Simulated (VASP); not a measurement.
# Mg in VASP: notebook

Mg is run at these levels: PBE, PBEsol, revPBE; tasks: single point.

Program: VASP 6.6.1. These are calculated values, not measurements. Logs are shortened: lines on timing, memory, paths and dates and some standing lists are left out, and cuts for length are marked.

### 1 The cell of the first run

The typed cell holds 1 atom: a = 3.082 Å, b = 3.058 Å, c = 3.075 Å, α = 105.92°, β = 107.15°, γ = 114.24°.

### 2 Single point, PBE

INCAR

```
ALGO     = Normal         # electronic algorithm
EDIFF    = 1E-6           # SCF threshold, eV
ENCUT    = 600            # plane-wave cutoff, eV
GGA      = PE             # functional
GGA_COMPAT= F            
ISIF     = 2              # what is computed and relaxed
ISMEAR   = 0              # smearing method
LASPH    = T              # aspherical terms in the spheres
LCHARG   = T              # write CHGCAR
LELF     = T              # ELF
LREAL    = F              # projectors in reciprocal space
LVHAR    = T            
LWAVE    = F              # write WAVECAR
NBANDS   = 7              # bands
NELECT   = 1.9          
NELM     = 120            # most SCF steps
PREC     = Accurate       # precision mode
SIGMA    = 0.051          # smearing width, eV
```

KPOINTS

```
k-points
0
Gamma
  2 2 2
```

POSCAR

```
Mg
1.0
   -1.8256422842      1.8308930914      1.6778451533
    1.8401328489     -1.7960946343      1.6556437532
    1.8543451517      1.8247975018     -1.6398020885
Mg
1
Direct
    0.0000000000      0.0000000000      0.0000000000
```

Potentials or basis: VASP PAW PBE potentials, release 64 (Mg).

Launch:

```sh
> cat potpaw_PBE.64/Mg/POTCAR > POTCAR
> mpirun -np 1 vasp_std > vasp.out
```

OUTCAR:

```text
EDIFF = 1E-6
   ENCUT = 600
   GGA = PE
   ISIF = 2
   ISMEAR = 0
   LASPH = T
   LREAL = F
   NELECT = 1.9
   NELM = 120
   PREC = Accurate

 ion  position               nearest neighbor table
   1  0.000  0.000  0.000-

  LATTYP: Found a triclinic cell.
 ALAT       =     3.6946234598
 B/A-ratio  =     1.3957803424
 C/A-ratio  =     0.8481414568
 COS(alpha) =     0.0042326745
 COS(beta)  =     0.6032975681
 COS(gamma) =     0.7053404819

  Lattice vectors:

 A1 = (  -3.6944780006,  -0.0287028675,  -0.0158416647)
 A2 = (  -3.6657751331,   3.6269877257,   0.0222014001)
 A3 = (  -1.8688357164,  -1.8595959589,  -1.6936868180)

Analysis of symmetry for initial positions (statically):
=====================================================================
 Subroutine PRICEL returns:
 Original cell was already a primitive cell.

 Routine SETGRP: Setting up the symmetry group for a
 triclinic supercell.

 Subroutine GETGRP returns: Found  2 space group operations
 (whereof  2 operations were pure point group operations)
 out of a pool of  2 trial point group operations.

The static configuration has the point symmetry S_2 .

Analysis of symmetry for dynamics (positions and initial velocities):
=====================================================================
 Subroutine PRICEL returns:
 Original cell was already a primitive cell.

 Routine SETGRP: Setting up the symmetry group for a
 triclinic supercell.

 Subroutine GETGRP returns: Found  2 space group operations
 (whereof  2 operations were pure point group operations)
 out of a pool of  2 trial point group operations.

The dynamic configuration has the point symmetry S_2 .

 Subroutine INISYM returns: Found  2 space group operations
 (whereof  2 operations are pure point group operations),
 and found     1 'primitive' translations

----------------------------------------------------------------------------------------

                                     Primitive cell

  volume of cell :      22.5066

  direct lattice vectors                    reciprocal lattice vectors
    -1.825642284  1.830893091  1.677845153    -0.003375669  0.270480047  0.297177118
     1.840132849 -1.796094634  1.655643753     0.269433301 -0.005225665  0.298869333
     1.854345152  1.824797502 -1.639802088     0.268582237  0.271478979 -0.004001501

  length of vectors
[... 62 lines left out ...]
   NELM   =    120;   NELMIN=  2; NELMDL= -5     # of ELM steps
   EDIFF  = 0.1E-05   stopping-criterion for ELM
   LREAL  =      F    real-space projection
   EDIFFG = 0.1E-04   stopping-criterion for IOM
   NSW    =      0    number of steps for IOM
   IBRION =     -1    ionic relax: 0-MD 1-quasi-New 2-CG
   NFREE  =      0    steps in history (QN), initial steepest desc. (CG)
   ISIF   =      2    stress and relaxation
   ISYM   =      2    0-nonsym 1-usesym 2-fastsym
   POTIM  = 0.5000    time-step for ionic-motion
   TEBEG  =    0.0;   TEEND  =   0.0 temperature during run
   PSTRESS=    0.0 pullay stress
   NELECT =       1.9000    total number of electrons
   NUPDOWN=      -1.0000    fix difference up-down
   EMIN   =  10.00;   EMAX   =-10.00  energy-range for DOS
   EFERMI =   0.00;   METHOD = LEGACY
   ISMEAR =     0;   SIGMA  =   0.05  broadening in eV -4-tet -1-fermi 0-gaus
   EFERMI_NEDOS =   21; number of points for ismear=-14 and -15
   IALGO  =     38    algorithm
   IMIX   =      4    mixing-type and parameters
     AMIX     =   0.40;   BMIX     =  1.00
     AMIX_MAG =   1.60;   BMIX_MAG =  1.00
  volume/ion in A,a.u.               =      22.51       151.88
  Fermi-wavevector in a.u.,A,eV,Ry     =   0.718162  1.357130  7.017304  0.515757
  Thomas-Fermi vector in A             =   1.807029
   LORBIT       =      0    0 simple, 1 ext, 2 COOP (PROOUT), +10 PAW based schemes
   GGA     = PE    functional components
   LHFCALC =     F    Hartree Fock is set to
   AEXX    =    0.0000 exact exchange contribution
   IVDW    =     0    specifies the selected vdW correction
   LEPSILON=     F    determine dielectric tensor
   LRPA    =     F    only Hartree local field effects (RPA)
 non-spin polarized calculation
 Gauss-broadening in eV      SIGMA  =   0.05
  energy-cutoff  :      600.00
  volume of cell :       22.51
 maximum number of plane-waves:       766
 NGX is ok and might be reduce to    28
   NGX = 13   NGY = 13   NGZ = 13

 number of electron       1.9000000 magnetization

 Free energy of the ion-electron system (eV)
  ---------------------------------------------------
  ext. energy  EPLUGINS =         0.00000000
  ---------------------------------------------------
  free energy    TOTEN  =        -0.43735464 eV

  energy without entropy =       -0.43077867  energy(sigma->0) =       -0.43406665

 E-fermi :   1.6051     XC(G=0):  -8.4510

 val. band max:        1.5417503909   @ k =   0.5000   0.0000   0.5000
 cond. band min:       1.6071467176   @ k =   0.5000   0.5000  -0.0000
 fundamental gap:      0.0653963267
 Fermi energy:         1.6050968312

 k-point     1 :       0.0000    0.0000    0.0000
  band No.  band energies     occupation
      1      -4.1660      2.00000
      2      14.7259      0.00000
      3      16.6808      0.00000
      4      16.7771      0.00000
      5      16.8406      0.00000
      6      17.1439      0.00000
      7      17.5145      0.00000
[... 61 lines left out ...]
 k-point     8 :       0.5000    0.5000    0.5000
  band No.  band energies     occupation
      1       5.9211      0.00000
      2       6.1659      0.00000
      3       6.3935      0.00000
      4       7.0527      0.00000
      5       8.4316      0.00000
      6      10.9760      0.00000
      7      25.7332      0.00000

------------------------ aborting loop because EDIFF is reached ----------------------------------------

  FORCE on cell =-STRESS in cart. coord.  units (eV):
  Direction    XX          YY          ZZ          XY          YZ          ZX
  --------------------------------------------------------------------------------------
  -------------------------------------------------------------------------------------
  Total        1.1128300      0.3438368     -1.3475989      0.7438731      0.7519619     -0.0643111
  in kB       79.2189958     24.4767019    -95.9314841     52.9540722     53.5298900     -4.5781108
  external PRESSURE =       2.5880712 kB  Pullay stress =       0.0000000 kB

 VOLUME and BASIS-vectors are now :
 -----------------------------------------------------------------------------
  energy-cutoff  :      600.00
  volume of cell :       22.51
      direct lattice vectors                 reciprocal lattice vectors
    -1.825642284  1.830893091  1.677845153    -0.003375669  0.270480047  0.297177118
     1.840132849 -1.796094634  1.655643753     0.269433301 -0.005225665  0.298869333
     1.854345152  1.824797502 -1.639802088     0.268582237  0.271478979 -0.004001501

 POSITION                                       TOTAL-FORCE (eV/Angst)
 -----------------------------------------------------------------------------------
      0.00000      0.00000      0.00000        -0.000000     -0.000000      0.000000
 -----------------------------------------------------------------------------------
    total drift:                                0.000000     -0.000000     -0.000000

  FREE ENERGIE OF THE ION-ELECTRON SYSTEM (eV)
  ---------------------------------------------------
  free  energy   TOTEN  =        -0.4373546387 eV

  energy  without entropy=       -0.4307786679  energy(sigma->0) =       -0.43406665
```

OSZICAR:

```text
N       E                     dE             d eps       ncg     rms          rms(c)
DAV:   1     0.416175563045E+00    0.41618E+00   -0.33056E+02   112   0.973E+01
DAV:   2    -0.444472200821E+00   -0.86065E+00   -0.85532E+00   126   0.118E+01
DAV:   3    -0.448578066145E+00   -0.41059E-02   -0.41051E-02   147   0.992E-01
DAV:   4    -0.448590874339E+00   -0.12808E-04   -0.12808E-04   189   0.483E-02
DAV:   5    -0.448590875483E+00   -0.11443E-08   -0.12627E-08   147   0.326E-04    0.100E+00
DAV:   6    -0.442441302112E+00    0.61496E-02   -0.10051E-03   147   0.217E-01    0.618E-01
DAV:   7    -0.437365148644E+00    0.50762E-02   -0.17901E-03   126   0.271E-01    0.345E-02
DAV:   8    -0.437352718339E+00    0.12430E-04   -0.82557E-06   189   0.129E-02    0.194E-02
DAV:   9    -0.437354913529E+00   -0.21952E-05   -0.20382E-06   147   0.667E-03    0.134E-03
DAV:  10    -0.437354638674E+00    0.27486E-06   -0.58025E-09    77   0.431E-04
   1 F= -.43735464E+00 E0= -.43406665E+00  d E =-.657597E-02
```

Run time: 2.3 s. Hardware: 1 thread of Intel Xeon 6975P-C (Granite Rapids), shared host; peak memory 0.13 GiB.

What came out:

| Property | Result |
| --- | --- |
| Free energy | -0.4374 eV |

Levels at points of the mesh, in eV from the Fermi level:
```csv
k point,band 1,band 2,band 3,band 4,band 5
"(0.00, 0.00, 0.00)",-5.77,13.12,15.08,15.17,15.24
"(0.50, 0.00, 0.00)",-0.15,0.49,9.42,10.33,11.03
"(0.00, 0.50, 0.00)",-0.14,0.52,9.56,10.40,11.16
"(0.50, 0.50, 0.00)",-0.47,0.00,11.14,11.75,12.98
"(0.00, 0.00, 0.50)",-0.60,-0.19,11.26,12.05,13.03
"(0.50, 0.00, 0.50)",-0.06,0.64,9.46,10.09,11.26
"(0.00, 0.50, 0.50)",0.04,0.80,9.28,9.93,10.92
"(0.50, 0.50, 0.50)",4.32,4.56,4.79,5.45,6.83
```

Caveat: the k points lie up to 1.26 Å⁻¹ apart; the cell carries a net charge on a neutralising background, which shifts energy and pressure; the cell is charged against a uniform background, so pressure and absolute levels hang on convention.

(Part 1 of 2 ends here.)
